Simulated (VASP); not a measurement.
# Ge (P6_3/mmc) in VASP: a series of runs, part 2 of 2

VASP 6.6.1.

## Step 3: Relaxation of cell and atoms, PBE

This run uses another cell than the first one, of 22.83 Å³/atom, 0.957 times its volume.

The input, INCAR:

```
ALGO     = Normal         # electronic algorithm
EDIFF    = 1E-6           # SCF threshold, eV
EDIFFG   = -0.005         # ionic threshold
ENCUT    = 600            # plane-wave cutoff, eV
GGA      = PE             # functional
IBRION   = 2              # ionic algorithm
ISIF     = 3              # what is computed and relaxed
ISMEAR   = 0              # smearing method
LASPH    = T              # aspherical terms in the spheres
LCHARG   = F              # write CHGCAR
LREAL    = F              # projectors in reciprocal space
LWAVE    = F              # write WAVECAR
NELM     = 100            # most SCF steps
NSW      = 100            # ionic steps
PREC     = Accurate       # precision mode
SIGMA    = 0.01           # smearing width, eV
```

The input, KPOINTS:

```
k-points
0
Gamma
  12 12 6
```

The input, POSCAR:

```
Ge
1.0
    3.9975858431      0.0000000000      0.0000000000
   -1.9987929216      3.4620108940      0.0000000000
    0.0000000000      0.0000000000      6.5993779500
Ge
4
Direct
    0.6666666700      0.3333333300      0.0629012500
    0.3333333300      0.6666666700      0.5629012500
    0.6666666700      0.3333333300      0.4370987500
    0.3333333300      0.6666666700      0.9370987500
```

Potentials or basis: VASP PAW PBE potentials, release 64 (Ge_d).

Run with:

```bash
$ cat potpaw_PBE.64/Ge_d/POTCAR > POTCAR
$ mpirun -np 1 vasp_std > vasp.out
```

OUTCAR:

```text
EDIFF = 1E-6
   EDIFFG = -0.005
   ENCUT = 600
   GGA = PE
   IBRION = 2
   ISIF = 3
   ISMEAR = 0
   LASPH = T
   LREAL = F
   NELM = 100
   NSW = 100
   PREC = Accurate

 ion  position               nearest neighbor table
   1  0.667  0.333  0.063-   4 2.45   4 2.45   4 2.45   3 2.47
   2  0.333  0.667  0.563-   3 2.45   3 2.45   3 2.45   4 2.47
   3  0.667  0.333  0.437-   2 2.45   2 2.45   2 2.45   1 2.47
   4  0.333  0.667  0.937-   1 2.45   1 2.45   1 2.45   2 2.47

  LATTYP: Found a hexagonal cell.
 ALAT       =     3.9975858431
 C/A-ratio  =     1.6508408347

  Lattice vectors:

 A1 = (   3.9975858431,   0.0000000000,   0.0000000000)
 A2 = (  -1.9987929216,   3.4620108940,   0.0000000000)
 A3 = (   0.0000000000,   0.0000000000,   6.5993779500)

Analysis of symmetry for initial positions (statically):
=====================================================================
 Subroutine PRICEL returns:
 Original cell was already a primitive cell.

 Routine SETGRP: Setting up the symmetry group for a
 hexagonal supercell.

 Subroutine GETGRP returns: Found 24 space group operations
 (whereof 12 operations were pure point group operations)
 out of a pool of 24 trial point group operations.

The static configuration has the point symmetry D_3d.
 The point group associated with its full space group is D_6h.

Analysis of symmetry for dynamics (positions and initial velocities):
=====================================================================
 Subroutine PRICEL returns:
 Original cell was already a primitive cell.

 Routine SETGRP: Setting up the symmetry group for a
 hexagonal supercell.

 Subroutine GETGRP returns: Found 24 space group operations
 (whereof 12 operations were pure point group operations)
 out of a pool of 24 trial point group operations.

The dynamic configuration has the point symmetry D_3d.
 The point group associated with its full space group is D_6h.

 Subroutine INISYM returns: Found 24 space group operations
 (whereof 12 operations are pure point group operations),
 and found     1 'primitive' translations

[... 101 lines left out ...]
   NSW    =    100    number of steps for IOM
   IBRION =      2    ionic relax: 0-MD 1-quasi-New 2-CG
   NFREE  =      1    steps in history (QN), initial steepest desc. (CG)
   ISIF   =      3    stress and relaxation
   ISYM   =      2    0-nonsym 1-usesym 2-fastsym
   POTIM  = 0.5000    time-step for ionic-motion
   TEBEG  =    0.0;   TEEND  =   0.0 temperature during run
   PSTRESS=    0.0 pullay stress
   NELECT =      56.0000    total number of electrons
   NUPDOWN=      -1.0000    fix difference up-down
   EMIN   =  10.00;   EMAX   =-10.00  energy-range for DOS
   EFERMI =   0.00;   METHOD = LEGACY
   ISMEAR =     0;   SIGMA  =   0.01  broadening in eV -4-tet -1-fermi 0-gaus
   EFERMI_NEDOS =   21; number of points for ismear=-14 and -15
   IALGO  =     38    algorithm
   IMIX   =      4    mixing-type and parameters
     AMIX     =   0.40;   BMIX     =  1.00
     AMIX_MAG =   1.60;   BMIX_MAG =  1.00
  volume/ion in A,a.u.               =      22.83       154.09
  Fermi-wavevector in a.u.,A,eV,Ry     =   1.390789  2.628209 26.317650  1.934293
  Thomas-Fermi vector in A             =   2.514690
   LORBIT       =      0    0 simple, 1 ext, 2 COOP (PROOUT), +10 PAW based schemes
   GGA     = PE    functional components
   LHFCALC =     F    Hartree Fock is set to
   AEXX    =    0.0000 exact exchange contribution
   IVDW    =     0    specifies the selected vdW correction
   LEPSILON=     F    determine dielectric tensor
   LRPA    =     F    only Hartree local field effects (RPA)
 conjugate gradient relaxation of ions
 non-spin polarized calculation
 Gauss-broadening in eV      SIGMA  =   0.01
  energy-cutoff  :      600.00
  volume of cell :       91.33
 maximum number of plane-waves:      3070
 NGX is ok and might be reduce to    32
   NGX = 15   NGY = 15   NGZ = 27

--------------------------------------- Ionic step        1  -------------------------------------------

 number of electron      55.9999987 magnetization

 Free energy of the ion-electron system (eV)
  ---------------------------------------------------
  ext. energy  EPLUGINS =         0.00000000
  ---------------------------------------------------
  free energy    TOTEN  =       -17.96687876 eV

  energy without entropy =      -17.96687081  energy(sigma->0) =      -17.96687478

 E-fermi :   4.9661     XC(G=0):  -9.8797

 val. band max:        4.9584178092   @ k =   0.0000   0.0000   0.0000
 cond. band min:       4.9766117083   @ k =   0.0000   0.0000   0.1667
 fundamental gap:      0.0181938992
 Fermi energy:         4.9661221254

 k-point     1 :       0.0000    0.0000    0.0000
  band No.  band energies     occupation
      1     -19.9317      2.00000
      2     -19.9317      2.00000
      3     -19.8939      2.00000
      4     -19.8935      2.00000
      5     -19.8935      2.00000
      6     -19.8810      2.00000
[... 1044 lines left out ...]
--------------------------------------- Ionic step        6  -------------------------------------------

 number of electron      55.9999997 magnetization

 Free energy of the ion-electron system (eV)
  ---------------------------------------------------
  ext. energy  EPLUGINS =         0.00000000
  ---------------------------------------------------
  free energy    TOTEN  =       -18.00223283 eV

  energy without entropy =      -18.00219570  energy(sigma->0) =      -18.00221427

 E-fermi :   4.5115     XC(G=0):  -9.6784

 val. band max:        4.5083153421   @ k =   0.0833   0.0000   0.0000
 cond. band min:       4.6610071020   @ k =   0.0000   0.0000   0.0000
 fundamental gap:      0.1526917599
 Fermi energy:         4.5114874105

 k-point     1 :       0.0000    0.0000    0.0000
  band No.  band energies     occupation
      1     -20.2774      2.00000
      2     -20.2774      2.00000
      3     -20.2437      2.00000
      4     -20.2437      2.00000
      5     -20.2437      2.00000
      6     -20.2312      2.00000
[... 886 lines left out ...]
  FREE ENERGIE OF THE ION-ELECTRON SYSTEM (eV)
  ---------------------------------------------------
  free  energy   TOTEN  =       -18.0022328334 eV

  energy  without entropy=      -18.0021957035  energy(sigma->0) =      -18.00221427

 reached required accuracy - stopping structural energy minimisation
```

Run time: 6.7 min. Hardware: 1 thread of Intel Xeon 6975P-C (Granite Rapids), shared host; peak memory 0.36 GiB.

Results:

```yaml
Free_energy: -18.0022 eV
Relaxed_volume: 23.83 Å³/atom
Relaxed_cell: a = 4.056 Å, b = 4.056 Å, c = 6.691 Å, α = 90.00°, β = 90.00°, γ = 120.00°
Space_group_after_relaxing_to_0.05_Å: P6_3/mmc (No. 194)
Energy_gained_by_relaxing: 8.8 meV/atom
Ionic_steps: 6
Pressure_after_relaxing: 0.0 GPa
Band_gap_on_the_k_mesh: zero (band 28 reaches 4.51 eV, above the bottom of band 29 at 4.50 eV)
```

The path:
| step | energy change (eV) | largest force (eV/Å) | pressure (GPa) | volume (Å³) |
| --- | --- | --- | --- | --- |
| 1 | 0.0000 | 0.0087 | 2.84 | 91.33 |
| 2 | -0.0320 | 0.0224 | -0.84 | 96.78 |
| 3 | -0.0354 | 0.0143 | -0.10 | 95.44 |
| 4 | -0.0353 | 0.0137 | 0.19 | 95.29 |
| 5 | -0.0353 | 0.0038 | 0.04 | 95.32 |
| 6 | -0.0354 | 0.0001 | 0.01 | 95.33 |

Final structure:
```cif
data_structure
_symmetry_space_group_name_H-M 'P 1'
_symmetry_Int_Tables_number 1
_cell_length_a 4.0560
_cell_length_b 4.0560
_cell_length_c 6.6910
_cell_angle_alpha 90.000
_cell_angle_beta 90.000
_cell_angle_gamma 120.000
_cell_volume 95.33
loop_
_atom_site_label
_atom_site_type_symbol
_atom_site_fract_x
_atom_site_fract_y
_atom_site_fract_z
_atom_site_occupancy
Ge1 Ge 0.66667 0.33333 0.06281 1
Ge2 Ge 0.33333 0.66667 0.56281 1
Ge3 Ge 0.66667 0.33333 0.43719 1
Ge4 Ge 0.33333 0.66667 0.93719 1
```

## Step 4: Relaxation of shape and atoms at fixed volume, PBE (volume scaled by 0.88)

The input, INCAR:

```
SYSTEM = Ge
  ALGO = Normal
  EDIFF = 1E-6
  EDIFFG = -0.01
  ENCUT = 600
  GGA = PE
  IBRION = 2
  ISIF = 4
  ISMEAR = 0
  LASPH = .True.
  LCHARG = .False.
  LREAL = .False.
  LWAVE = .False.
  NELM = 80
  NSW = 50
  PREC = Accurate
  SIGMA = 0.1
```

The input, KPOINTS:

```
k-points
0
Gamma
  12 12 6
  0 0 0
```

The input, POSCAR:

```
Ge
1.0
    3.8859969091      0.0000000000      0.0000000000
   -1.9429984546      3.3653720423      0.0000000000
    0.0000000000      0.0000000000      6.4228179093
Ge
4
Direct
    0.6666666667      0.3333333333      0.0631637283
    0.3333333333      0.6666666667      0.5631637283
    0.6666666667      0.3333333333      0.4368362717
    0.3333333333      0.6666666667      0.9368362717
```

Run with:

```bash
$ cat potpaw_PBE.64/Ge_d/POTCAR > POTCAR
$ mpirun -np 1 vasp_std > vasp.out
```

Run time: 4.7 min. Hardware: 1 thread of AMD EPYC 9R45 (Zen 5), shared host; peak memory 0.31 GiB.

The run converged. Its results:

| Quantity | Value |
| --- | --- |
| Free energy | -17.6794 eV |
| Energy gained by relaxing | 0.0 meV/atom |
| Ionic steps | 2 |
| Pressure after relaxing | 10.2 GPa |
| Largest force after relaxing | 0.005 eV/Å |
| Band gap on the k mesh | 0.02 eV, direct |

Forces on the atoms (eV/Å):
```
Ge   0.000  0.000 -0.005
Ge   0.000  0.000 -0.005
Ge   0.000  0.000  0.005
Ge   0.000  0.000  0.005
```

Stress tensor (GPa, compression positive):
```
10.20  0.00  0.00
 0.00 10.20  0.00
 0.00  0.00 10.29
```

Final structure:
```
Ge
1.0
     3.88610    0.00000    0.00000
    -1.94305    3.36546    0.00000
     0.00000    0.00000    6.42248
Ge
4
Direct
  0.66667 0.33333 0.06324
  0.33333 0.66667 0.56324
  0.66667 0.33333 0.43676
  0.33333 0.66667 0.93676
```

Levels at points of the mesh, in eV from the valence-band top:
| k point | band 26 | band 27 | band 28 | band 29 | band 30 | band 31 |
| --- | --- | --- | --- | --- | --- | --- |
| (0.00, 0.00, 0.00) | -0.36 | 0.00 | 0.00 | 0.02 | 0.63 | 2.10 |
| (0.50, 0.00, 0.00) | -3.51 | -3.30 | -1.73 | 0.30 | 1.76 | 3.39 |
| (0.00, 0.00, 0.50) | -1.09 | -1.09 | -1.09 | 0.84 | 0.84 | 3.29 |
| (0.50, 0.00, 0.50) | -2.93 | -2.80 | -2.80 | 0.43 | 0.43 | 1.90 |

Caveat: the cell differs from its parent crystal (volume scaled by 0.88). A k mesh can miss the band edges.

## Step 5: Single point, PBE (volume scaled by 0.91, then relaxed in part)

The input, INCAR:

```
SYSTEM = Ge
PREC     = Accurate       ! precision mode
ENCUT    = 520            ! plane-wave cutoff, eV
EDIFF    = 1E-6           ! SCF threshold, eV
ISMEAR   = 0              ! smearing method
SIGMA    = 0.1            ! smearing width, eV
LREAL    = .FALSE.        ! projectors in reciprocal space
LASPH    = .TRUE.         ! aspherical terms in the spheres
NELM     = 60             ! most SCF steps
ALGO     = Normal         ! electronic algorithm
ISIF     = 2              ! what is computed and relaxed
LWAVE    = .FALSE.        ! write WAVECAR
LCHARG   = .FALSE.        ! write CHGCAR
GGA      = PE             ! functional
NBANDS   = 36             ! bands
```

The input, KPOINTS:

```
regular mesh
0
G
  12 12 6
  0 0 0
```

The input, POSCAR:

```
Ge
1.0
    3.9296634506      0.0000000000      0.0000000000
   -1.9648317253      3.4031883765      0.0000000000
    0.0000000000      0.0000000000      6.4949904436
Ge
4
Direct
    0.6666666667      0.3333333333      0.0631637283
    0.3333333333      0.6666666667      0.5631637283
    0.6666666667      0.3333333333      0.4368362717
    0.3333333333      0.6666666667      0.9368362717
```

Run with:

```bash
$ cat potpaw_PBE.64/Ge_d/POTCAR > POTCAR
$ mpirun -np 1 vasp_std > vasp.out
```

It took 2.3 min on 1 thread of Intel Xeon 6975P-C, shared host; peak memory 0.3 GiB.

Results (log left out):

| Property | Result |
| --- | --- |
| Free energy | -17.8319 eV |
| Pressure | 6.9 GPa |
| Largest force | 0.003 eV/Å |
| Band gap on the k mesh | zero (filled and empty bands touch) |

Forces on the atoms (eV/Å):
```
Ge   0.000  0.000 -0.003
Ge   0.000  0.000 -0.003
Ge   0.000  0.000  0.003
Ge   0.000  0.000  0.003
```

Levels at points of the mesh, in eV from the Fermi level:
```tsv
k point	band 24	band 25	band 26	band 27	band 28	band 29	band 30	band 31	band 32	band 33
(0.00, 0.00, 0.00)	-1.68	-1.68	-0.32	-0.05	0.02	0.02	0.34	2.14	2.14	2.68
(0.50, 0.00, 0.00)	-7.00	-4.97	-3.36	-3.13	-1.64	0.37	1.69	3.43	3.60	4.32
(0.00, 0.00, 0.50)	-5.03	-1.02	-1.02	-1.02	-1.02	0.75	0.75	3.29	3.29	3.29
(0.50, 0.00, 0.50)	-8.19	-2.81	-2.81	-2.67	-2.67	0.44	0.44	1.96	1.96	6.13
```

Caveat: the cell differs from its parent crystal (volume scaled by 0.91, then relaxed in part).

## Step 6: Summary

| task | cell | cutoff (eV) | smearing | gap on the mesh (eV) | pressure (GPa) | relaxed volume (Å³/atom) |
| --- | --- | --- | --- | --- | --- | --- |
| relaxation of cell and atoms | relaxed from a = 4.058, b = 4.058, c = 6.693 Å, angles 90.0, 90.0, 120.0°, 4 atoms | 600 | gaussian 0.1 eV | none | 0.0 | 23.85 |
| relaxation of cell and atoms | relaxed from a = 3.998, b = 3.998, c = 6.599 Å, angles 90.0, 90.0, 120.0°, 4 atoms | 600 | gaussian 0.01 eV | none | 0.0 | 23.83 |
| relaxation of shape and atoms at fixed volume | relaxed from a = 3.886, b = 3.886, c = 6.423 Å, angles 90.0, 90.0, 120.0°, 4 atoms | 600 | gaussian 0.1 eV | 0.02 | 10.2 | - |
| single point | a = 3.930, b = 3.930, c = 6.495 Å, angles 90.0, 90.0, 120.0°, 4 atoms | 520 | gaussian 0.1 eV | none | 6.9 | - |

Alike in all rows: level PBE; potentials or basis VASP PAW PBE potentials, release 64 (Ge_d); no spin polarisation; k mesh 12 × 12 × 6.

Absolute energies hang on the potentials; compare differences alone.
